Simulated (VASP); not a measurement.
Input of a VASP 6.6.1 run:

INCAR

```
SYSTEM = Cu2Sn2Pd
  PREC = Accurate
  ENCUT = 520
  EDIFF = 1E-7
  ISMEAR = -1
  SIGMA = 0.1
  LREAL = .FALSE.
  LASPH = .TRUE.
  NELM = 80
  ALGO = Normal
  ISIF = 2
  LWAVE = .FALSE.
  LCHARG = .FALSE.
  NBANDS = 38
```

KPOINTS

```
regular mesh
0
G
  6 6 4
  0 0 0
```

The input POSCAR:

```
Cu2Sn2Pd
1.0
    4.5584137612      0.0000000000      0.0000000000
   -2.2792063644      3.9477023929      0.0000000000
    0.0000000000      0.0000000000      5.7000907941
Cu Sn Pd
2 2 1
Direct
    0.3333333333      0.6666666667      0.7023370000
    0.6666666667      0.3333333333      0.2976630000
    0.3333333333      0.6666666667      0.2042310000
    0.6666666667      0.3333333333      0.7957690000
    0.0000000000      0.0000000000      0.5000000000
```

Potentials or basis: VASP PAW LDA potentials, release 64 (Cu, Sn_d, Pd).

Launch:

```console
$ cat potpaw_LDA.64/Cu/POTCAR potpaw_LDA.64/Sn_d/POTCAR potpaw_LDA.64/Pd/POTCAR > POTCAR
$ mpirun -np 1 vasp_std > vasp.out
```

(1) What does it give for the largest force?

(2) What does it give for the band gap on the k mesh?

Results:

(1) 0.462 eV/Å.

(2) zero (band 30 reaches 8.00 eV, above the bottom of band 31 at 5.20 eV).

Caveat: spin-orbit coupling is left out, which moves the levels of the heavy elements.
